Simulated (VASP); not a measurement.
# Te (R-3m) in VASP: notebook

Te is run at these levels: PBEsol; tasks: single point.

Everything below comes from runs of VASP 6.6.1. Logs are shortened: lines on timing, memory, paths and dates and some standing lists are left out, and cuts for length are marked.

**1. The cell of the first run**

It takes space group R-3m (No. 166, trigonal). The conventional cell has a = 4.461 Å, b = 4.461 Å, c = 5.426 Å, α = 90.00°, β = 90.00°, γ = 120.00°. Within 4.1 Å of Te (site symmetry -3m) lie 6 Te at 3.15 Å.

This isn't the form of Te at room conditions, which is trigonal, of chains.

**2. Single point, PBEsol (31.18 Å³/atom)**

The input, INCAR:

```
ALGO     = Normal         # electronic algorithm
EDIFF    = 1E-7           # SCF threshold, eV
ENCUT    = 520            # plane-wave cutoff, eV
GGA      = PS             # functional
ISIF     = 2              # what is computed and relaxed
ISMEAR   = 0              # smearing method
LASPH    = T              # aspherical terms in the spheres
LCHARG   = T              # write CHGCAR
LELF     = T              # ELF
LREAL    = F              # projectors in reciprocal space
LVHAR    = T            
LWAVE    = F              # write WAVECAR
NBANDS   = 9              # bands
NELM     = 60             # most SCF steps
PREC     = Accurate       # precision mode
SIGMA    = 0.15           # smearing width, eV
```

The input, KPOINTS:

```
k-points
0
Gamma
  15 15 15
```

The input, POSCAR:

```
Te
1.0
    2.2306512821      1.2878671182      1.8087607696
   -2.2306512821      1.2878671182      1.8087607696
    0.0000000000     -2.5757342364      1.8087607697
Te
1
Direct
    0.5000000000      0.5000000000      0.5000000000
```

Potentials or basis: VASP PAW PBE potentials, release 64 (Te).

The run is started by

```sh
> cat potpaw_PBE.64/Te/POTCAR > POTCAR
> mpirun -np 1 vasp_std > vasp.out
```

OUTCAR:

```text
EDIFF = 1E-7
   ENCUT = 520
   GGA = PS
   ISIF = 2
   ISMEAR = 0
   LASPH = T
   LREAL = F
   NELM = 60
   PREC = Accurate

 ion  position               nearest neighbor table
   1  0.500  0.500  0.500-

  LATTYP: Found a trigonal (rhomboedric) cell.
 ALAT       =     3.1473834177
 COS(alpha) =    -0.0046020395

  Lattice vectors:

 A1 = (   2.2306512821,   1.2878671182,   1.8087607696)
 A2 = (  -2.2306512821,   1.2878671182,   1.8087607696)
 A3 = (   0.0000000000,  -2.5757342364,   1.8087607697)

Analysis of symmetry for initial positions (statically):
=====================================================================
 Subroutine PRICEL returns:
 Original cell was already a primitive cell.

 Routine SETGRP: Setting up the symmetry group for a
 trigonal (rhombohedral) supercell.

 Subroutine GETGRP returns: Found 12 space group operations
 (whereof 12 operations were pure point group operations)
 out of a pool of 12 trial point group operations.

The static configuration has the point symmetry D_3d.

Analysis of symmetry for dynamics (positions and initial velocities):
=====================================================================
 Subroutine PRICEL returns:
 Original cell was already a primitive cell.

 Routine SETGRP: Setting up the symmetry group for a
 trigonal (rhombohedral) supercell.

 Subroutine GETGRP returns: Found 12 space group operations
 (whereof 12 operations were pure point group operations)
 out of a pool of 12 trial point group operations.

The dynamic configuration has the point symmetry D_3d.

 Subroutine INISYM returns: Found 12 space group operations
 (whereof 12 operations are pure point group operations),
 and found     1 'primitive' translations

----------------------------------------------------------------------------------------

                                     Primitive cell

  volume of cell :      31.1771

  direct lattice vectors                    reciprocal lattice vectors
     2.230651282  1.287867118  1.808760770     0.224149783  0.129412937  0.184288237
    -2.230651282  1.287867118  1.808760770    -0.224149783  0.129412937  0.184288237
     0.000000000 -2.575734236  1.808760770     0.000000000 -0.258825875  0.184288237

  length of vectors
     3.147383418  3.147383418  3.147383418     0.317730999  0.317730999  0.317730999

  position of ions in fractional coordinates (direct lattice)
     0.500000000  0.500000000  0.500000000
[... 78 lines left out ...]
   EDIFFG = 0.1E-05   stopping-criterion for IOM
   NSW    =      0    number of steps for IOM
   IBRION =     -1    ionic relax: 0-MD 1-quasi-New 2-CG
   NFREE  =      0    steps in history (QN), initial steepest desc. (CG)
   ISIF   =      2    stress and relaxation
   ISYM   =      2    0-nonsym 1-usesym 2-fastsym
   POTIM  = 0.5000    time-step for ionic-motion
   TEBEG  =    0.0;   TEEND  =   0.0 temperature during run
   PSTRESS=    0.0 pullay stress
   NELECT =       6.0000    total number of electrons
   NUPDOWN=      -1.0000    fix difference up-down
   EMIN   =  10.00;   EMAX   =-10.00  energy-range for DOS
   EFERMI =   0.00;   METHOD = LEGACY
   ISMEAR =     0;   SIGMA  =   0.15  broadening in eV -4-tet -1-fermi 0-gaus
   EFERMI_NEDOS =   21; number of points for ismear=-14 and -15
   IALGO  =     38    algorithm
   IMIX   =      4    mixing-type and parameters
     AMIX     =   0.40;   BMIX     =  1.00
     AMIX_MAG =   1.60;   BMIX_MAG =  1.00
  volume/ion in A,a.u.               =      31.18       210.39
  Fermi-wavevector in a.u.,A,eV,Ry     =   0.945178  1.786127 12.154917  0.893361
  Thomas-Fermi vector in A             =   2.073054
   LORBIT       =      0    0 simple, 1 ext, 2 COOP (PROOUT), +10 PAW based schemes
   GGA     = PS    functional components
   LHFCALC =     F    Hartree Fock is set to
   AEXX    =    0.0000 exact exchange contribution
   IVDW    =     0    specifies the selected vdW correction
   LEPSILON=     F    determine dielectric tensor
   LRPA    =     F    only Hartree local field effects (RPA)
 non-spin polarized calculation
 Gauss-broadening in eV      SIGMA  =   0.15
  energy-cutoff  :      520.00
  volume of cell :       31.18
 maximum number of plane-waves:       863
   NGX = 11   NGY = 11   NGZ = 11

 number of electron       5.9999999 magnetization

 Free energy of the ion-electron system (eV)
  ---------------------------------------------------
  ext. energy  EPLUGINS =         0.00000000
  ---------------------------------------------------
  free energy    TOTEN  =        -3.51365669 eV

  energy without entropy =       -3.50794589  energy(sigma->0) =       -3.51080129

 E-fermi :   6.9268     XC(G=0):  -9.6354

 val. band max:        6.9248163267   @ k =  -0.4000   0.2667   0.2000
 cond. band min:       6.9311256121   @ k =  -0.2667   0.4000   0.2000
 fundamental gap:      0.0063092854
 Fermi energy:         6.9267665666

 k-point     1 :       0.0000    0.0000    0.0000
  band No.  band energies     occupation
      1      -7.0618      2.00000
      2       8.1528      0.00000
      3       8.1836      0.00000
      4       8.1836      0.00000
      5      12.9182      0.00000
      6      12.9182      0.00000
      7      13.4460      0.00000
      8      24.7240      0.00000
      9      24.7437      0.00000
[... 265 lines left out ...]
 k-point    24 :       0.2000    0.1333   -0.0000
  band No.  band energies     occupation
      1      -6.3539      2.00000
      2       4.8656      2.00000
      3       6.5833      1.99880
      4       8.8051      0.00000
      5      13.7694      0.00000
      6      15.8433      0.00000
      7      17.3082      0.00000
      8      18.9460      0.00000
      9      21.0484      0.00000

 [... further k-points ...]

------------------------ aborting loop because EDIFF is reached ----------------------------------------

  FORCE on cell =-STRESS in cart. coord.  units (eV):
  Direction    XX          YY          ZZ          XY          YZ          ZX
  --------------------------------------------------------------------------------------
  -------------------------------------------------------------------------------------
  Total        0.0207653      0.0207653      0.0186687      0.0000000     -0.0000000      0.0000000
  in kB        1.0671215      1.0671215      0.9593795      0.0000000     -0.0000000      0.0000000
  external PRESSURE =       1.0312075 kB  Pullay stress =       0.0000000 kB

 VOLUME and BASIS-vectors are now :
 -----------------------------------------------------------------------------
  energy-cutoff  :      520.00
  volume of cell :       31.18
      direct lattice vectors                 reciprocal lattice vectors
     2.230651282  1.287867118  1.808760770     0.224149783  0.129412937  0.184288237
    -2.230651282  1.287867118  1.808760770    -0.224149783  0.129412937  0.184288237
     0.000000000 -2.575734236  1.808760770     0.000000000 -0.258825875  0.184288237

 POSITION                                       TOTAL-FORCE (eV/Angst)
 -----------------------------------------------------------------------------------
      0.00000      0.00000      2.71314         0.000000     -0.000000     -0.000000
 -----------------------------------------------------------------------------------
    total drift:                                0.000000      0.000000     -0.000000

  FREE ENERGIE OF THE ION-ELECTRON SYSTEM (eV)
  ---------------------------------------------------
  free  energy   TOTEN  =        -3.5136566918 eV

  energy  without entropy=       -3.5079458879  energy(sigma->0) =       -3.51080129
```

OSZICAR:

```text
N       E                     dE             d eps       ncg     rms          rms(c)
DAV:   1     0.170576403995E+02    0.17058E+02   -0.25507E+03  6216   0.535E+02
DAV:   2    -0.295010300178E+01   -0.20008E+02   -0.19132E+02  8086   0.728E+01
DAV:   3    -0.350880173312E+01   -0.55870E+00   -0.55614E+00  7516   0.150E+01
DAV:   4    -0.351316851589E+01   -0.43668E-02   -0.43666E-02  8489   0.151E+00
DAV:   5    -0.351321250809E+01   -0.43992E-04   -0.43991E-04  7866   0.121E-01    0.833E+00
DAV:   6    -0.351349017928E+01   -0.27767E-03   -0.37929E-04  8050   0.135E-01    0.508E+00
DAV:   7    -0.351364715334E+01   -0.15697E-03   -0.89678E-04  6847   0.203E-01    0.765E-02
DAV:   8    -0.351365457599E+01   -0.74227E-05   -0.21505E-05  7991   0.289E-02    0.429E-02
DAV:   9    -0.351365681235E+01   -0.22364E-05   -0.51994E-06  7054   0.132E-02    0.202E-02
DAV:  10    -0.351365670198E+01    0.11037E-06   -0.13117E-07  7602   0.236E-03    0.213E-03
DAV:  11    -0.351365669184E+01    0.10140E-07   -0.14237E-07  6598   0.197E-03
   1 F= -.35136567E+01 E0= -.35108013E+01  d E =-.571080E-02
```

stdout:

```text
POSCAR found type information on POSCAR Te
 POSCAR found :  1 types and       1 ions
 scaLAPACK will be used
 -----------------------------------------------------------------------------
|                                                                             |
|                                                                             |
|     You enforced a specific xc type in the INCAR file but a different       |
|     I HOPE YOU KNOW WHAT YOU ARE DOING!                                     |
|                                                                             |
 -----------------------------------------------------------------------------

 LDA part: xc-table for (Slater+PW92), standard interpolation
 POSCAR, INCAR and KPOINTS ok, starting setup
 FFT: planning ... GRIDC
 FFT: planning ... GRID_SOFT
 FFT: planning ... GRID
 WAVECAR not read
 entering main loop
```

Run time: 16 s. Hardware: 1 thread of Intel Xeon 6975P-C (Granite Rapids), shared host; peak memory 0.21 GiB.

What came out:

```yaml
Free_energy: -3.5137 eV
Pressure: 0.1 GPa
Band_gap_on_the_k_mesh: zero (bands 3 and 4 overlap by 5.76 eV)
```

Levels at points of the mesh, in eV from the Fermi level:
```
           k point  band 1  band 2  band 3  band 4  band 5  band 6
(0.00, 0.00, 0.00)  -13.99    1.23    1.26    1.26    5.99    5.99
```

Caveat: the PAW data sets were made with another functional, which shifts forces and pressure a little; spin-orbit coupling is left out, which moves the levels of the heavy elements.

**3. Single point, PBEsol (31.18 Å³/atom)**

The input, INCAR:

```
SYSTEM = Te
  ALGO = Normal
  EDIFF = 1E-6
  ENCUT = 520
  GGA = PS
  ISIF = 2
  ISMEAR = 0
  LASPH = .TRUE.
  LCHARG = .FALSE.
  LREAL = .FALSE.
  LWAVE = .FALSE.
  NBANDS = 9
  NELM = 60
  PREC = Accurate
  SIGMA = 0.15
```

The input, KPOINTS:

```
k-points
0
G
  15 15 15
  0 0 0
```

The input, POSCAR:

```
Te
1.0
    2.2108940252      1.2764602606      1.8412325441
   -2.2108940252      1.2764602606      1.8412325441
    0.0000000000     -2.5529205211      1.8412325442
Te
1
Direct
    0.5000000000      0.5000000000      0.5000000000
```

Potentials or basis: VASP PAW PBE potentials, release 64 (Te).

The run is started by

```sh
> cat potpaw_PBE.64/Te/POTCAR > POTCAR
> mpirun -np 1 vasp_std > vasp.out
```

OUTCAR:

```text
SYSTEM = Te
   EDIFF = 1E-6
   ENCUT = 520
   GGA = PS
   ISIF = 2
   ISMEAR = 0
   LASPH = .TRUE.
   LREAL = .FALSE.
   NELM = 60
   PREC = Accurate

 ion  position               nearest neighbor table
   1  0.500  0.500  0.500-

  LATTYP: Found a trigonal (rhomboedric) cell.
 ALAT       =     3.1476245756
 COS(alpha) =     0.0132662277

  Lattice vectors:

 A1 = (   2.2108940252,   1.2764602606,   1.8412325441)
[... 467 lines left out ...]
      8      18.7570      0.00000
      9      21.0617      0.00000

 [... further k-points ...]

------------------------ aborting loop because EDIFF is reached ----------------------------------------

  FORCE on cell =-STRESS in cart. coord.  units (eV):
  Direction    XX          YY          ZZ          XY          YZ          ZX
  --------------------------------------------------------------------------------------
  -------------------------------------------------------------------------------------
  Total        0.0150114      0.0150114      0.0181184      0.0000000     -0.0000000      0.0000000
  in kB        0.7714325      0.7714325      0.9310955      0.0000000     -0.0000000      0.0000000
  external PRESSURE =       0.8246535 kB  Pullay stress =       0.0000000 kB

 VOLUME and BASIS-vectors are now :
 -----------------------------------------------------------------------------
  energy-cutoff  :      520.00
  volume of cell :       31.18
      direct lattice vectors                 reciprocal lattice vectors
     2.210894025  1.276460261  1.841232544     0.226152857  0.130569413  0.181038150
    -2.210894025  1.276460261  1.841232544    -0.226152857  0.130569413  0.181038150
     0.000000000 -2.552920521  1.841232544     0.000000000 -0.261138826  0.181038150

 POSITION                                       TOTAL-FORCE (eV/Angst)
 -----------------------------------------------------------------------------------
      0.00000      0.00000      2.76185         0.000000      0.000000      0.000000
 -----------------------------------------------------------------------------------
    total drift:                                0.000000      0.000000     -0.000000

  FREE ENERGIE OF THE ION-ELECTRON SYSTEM (eV)
  ---------------------------------------------------
  free  energy   TOTEN  =        -3.5136866445 eV

  energy  without entropy=       -3.5082424407  energy(sigma->0) =       -3.51096454
```

stdout:

```text
POSCAR found type information on POSCAR Te
 POSCAR found :  1 types and       1 ions
 scaLAPACK will be used
 -----------------------------------------------------------------------------
|                                                                             |
|                                                                             |
|     You enforced a specific xc type in the INCAR file but a different       |
|     I HOPE YOU KNOW WHAT YOU ARE DOING!                                     |
|                                                                             |
 -----------------------------------------------------------------------------

 LDA part: xc-table for (Slater+PW92), standard interpolation
 POSCAR, INCAR and KPOINTS ok, starting setup
 FFT: planning ... GRIDC
 FFT: planning ... GRID_SOFT
 FFT: planning ... GRID
 WAVECAR not read
 entering main loop
```

It took 14 s on 1 thread of Intel Xeon 6975P-C (Granite Rapids), shared host; peak memory 0.21 GiB.

What came out:

| Quantity | Value |
| --- | --- |
| Free energy | -3.5137 eV |
| Pressure | 0.1 GPa |
| Band gap on the k mesh | zero (bands 3 and 4 overlap by 5.72 eV) |

Caveat: the PAW data sets were made with another functional, which shifts forces and pressure a little; spin-orbit coupling is left out, which moves the levels of the heavy elements.

**4. Single point, PBEsol (32.01 Å³/atom)**

This run uses another cell than the first one, of 32.01 Å³/atom.

The input, INCAR:

```
  ALGO = Normal
  EDIFF = 1E-7
  ENCUT = 520
  GGA = PS
  ISIF = 2
  ISMEAR = 0
  LASPH = T
  LCHARG = F
  LREAL = F
  LWAVE = F
  NBANDS = 9
  NELM = 60
  PREC = Accurate
  SIGMA = 0.15
```

The input, KPOINTS:

```
k-points
0
Gamma
  15 15 15
```

The input, POSCAR:

```
Te
1.0
    2.2105459988      1.2762593275      1.8909010473
   -2.2105459988      1.2762593275      1.8909010473
    0.0000000000     -2.5525186549      1.8909010474
Te
1
Direct
    0.5000000000      0.5000000000      0.5000000000
```

The run is started by

```sh
> cat potpaw_PBE.64/Te/POTCAR > POTCAR
> mpirun -np 1 vasp_std > vasp.out
```

Run time: 16 s. Hardware: 1 thread of Intel Xeon 6975P-C (Granite Rapids), shared host; peak memory 0.2 GiB.

The run converged. Its results:

```
Free energy            : -3.5097 eV
Pressure               : -1.4 GPa
Band gap on the k mesh : zero (bands 3 and 4 overlap by 5.39 eV)
```

Stress tensor (GPa, compression positive):
```
-1.36  0.00  0.00
 0.00 -1.36  0.00
 0.00  0.00 -1.62
```

Levels at points of the mesh, in eV from the Fermi level:
| k point | band 1 | band 2 | band 3 | band 4 | band 5 | band 6 | band 7 |
| --- | --- | --- | --- | --- | --- | --- | --- |
| (0.00, 0.00, 0.00) | -13.76 | 1.17 | 1.17 | 1.38 | 6.06 | 6.06 | 6.43 |

Caveat: the PAW data sets were made with another functional, which shifts forces and pressure a little; spin-orbit coupling is left out, which moves the levels of the heavy elements.

**5. The runs side by side**

```csv
cell,gap on the mesh (eV),pressure (GPa)
"a = 3.147 Å, angles 90.3°, 1 atom",none,0.1
"a = 3.148 Å, angles 89.2°, 1 atom",none,0.1
"a = 3.177 Å, angles 88.2°, 1 atom",none,-1.4
```

Alike in all rows: task single point; level PBEsol; potentials or basis VASP PAW PBE potentials, release 64 (Te); no spin polarisation; k mesh 15 × 15 × 15; cutoff (eV) 520; smearing gaussian 0.15 eV.

Caveats: the PAW data sets were made with another functional, which shifts forces and pressure a little; spin-orbit coupling is left out, which moves the levels of the heavy elements.

Total energies depend on the potentials used, so only differences within one code and one set of settings carry meaning.

The gap in the log of VASP goes by the Fermi energy; the results here count the filled bands.